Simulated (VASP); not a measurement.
Wanted: the native input for a VASP 6.6.1 run.

| Property | Result |
| --- | --- |
| Task | single point |
| Functional | HSE06 |
| Potentials or basis | VASP PAW PBE potentials, release 64 (Ge_d) |
| Cutoff | 520 eV |
| k mesh | 6 × 6 × 1 |
| Occupations | gaussian, width 0.04 eV |
| Spin | no spin polarisation |
| Dipole correction | yes |
| Grid for exact exchange (PRECFOCK) | Normal |
| Further INCAR settings | ALGO = Normal; EDIFF = 1e-07; NBANDS = 21 |
| Share of exact exchange | 0.25 |
| Screening parameter | 0.2079 1/Å |

System: Ge, a slab with vacuum.

```
CELL_PARAMETERS angstrom
3.94743 0.00000 0.00000
-1.97372 3.41858 0.00000
0.00000 0.00000 24.08000
ATOMIC_POSITIONS crystal
Ge 0.00000 0.00000 0.64926
Ge 0.33333 0.66667 0.67944
```

One way to write it, as run:

POSCAR

```
Ge
1.0
    3.9474319337      0.0000000000      0.0000000000
   -1.9737159669      3.4185763343      0.0000000000
    0.0000000000      0.0000000000     24.0800000000
Ge
2
Direct
    0.0000000000      0.0000000000      0.6492551787
    0.3333333333      0.6666666667      0.6794418623
```

INCAR.step1

```
SYSTEM = Ge
ALGO     = Normal         ! electronic algorithm
DIPOL    = 0.5 0.5 0.664
EDIFF    = 1E-5           ! SCF threshold, eV
ENCUT    = 520            ! plane-wave cutoff, eV
GGA      = PE             ! functional
IDIPOL   = 3            
ISIF     = 2              ! what is computed and relaxed
ISMEAR   = 0              ! smearing method
LASPH    = .True.         ! aspherical terms in the spheres
LCHARG   = .False.        ! write CHGCAR
LDIPOL   = .True.       
LREAL    = .False.        ! projectors in reciprocal space
LWAVE    = .True.         ! write WAVECAR
NBANDS   = 21             ! bands
NELM     = 100            ! most SCF steps
PREC     = Accurate       ! precision mode
SIGMA    = 0.04           ! smearing width, eV
```

INCAR.step2

```
SYSTEM = Ge
ALGO     = Normal         ! electronic algorithm
DIPOL    = 0.5 0.5 0.664
EDIFF    = 1E-7           ! SCF threshold, eV
ENCUT    = 520            ! plane-wave cutoff, eV
GGA      = PE             ! functional
HFSCREEN = 0.2079         ! screening, 1/A
IDIPOL   = 3            
ISIF     = 2              ! what is computed and relaxed
ISMEAR   = 0              ! smearing method
ISTART   = 1            
LASPH    = .True.         ! aspherical terms in the spheres
LCHARG   = .False.        ! write CHGCAR
LDIPOL   = .True.       
LHFCALC  = .True.         ! exact exchange
LREAL    = .False.        ! projectors in reciprocal space
LWAVE    = .False.        ! write WAVECAR
NBANDS   = 21             ! bands
NELM     = 100            ! most SCF steps
PREC     = Accurate       ! precision mode
PRECFOCK = Normal       
SIGMA    = 0.04           ! smearing width, eV
```

KPOINTS

```
k-points
0
Gamma
  6 6 1
  0 0 0
```

Potentials or basis: VASP PAW PBE potentials, release 64 (Ge_d).

Run with:

```sh
$ cat potpaw_PBE.64/Ge_d/POTCAR > POTCAR
$ cp INCAR.step1 INCAR
$ mpirun -np 1 vasp_std > vasp.out
$ cp INCAR.step2 INCAR
$ mpirun -np 1 vasp_std > vasp.out
```

It gave:

```json
{"Largest force": "0.257 eV/Å", "Band gap on the k mesh": "zero (filled and empty bands touch)"}
```

Caveat: the PAW data sets were made with another functional, which shifts forces and pressure a little.

Wall time 78 min on 1 thread of AMD EPYC 7R13 Processor (Zen 3) (shared host), peak memory 0.55 GiB.
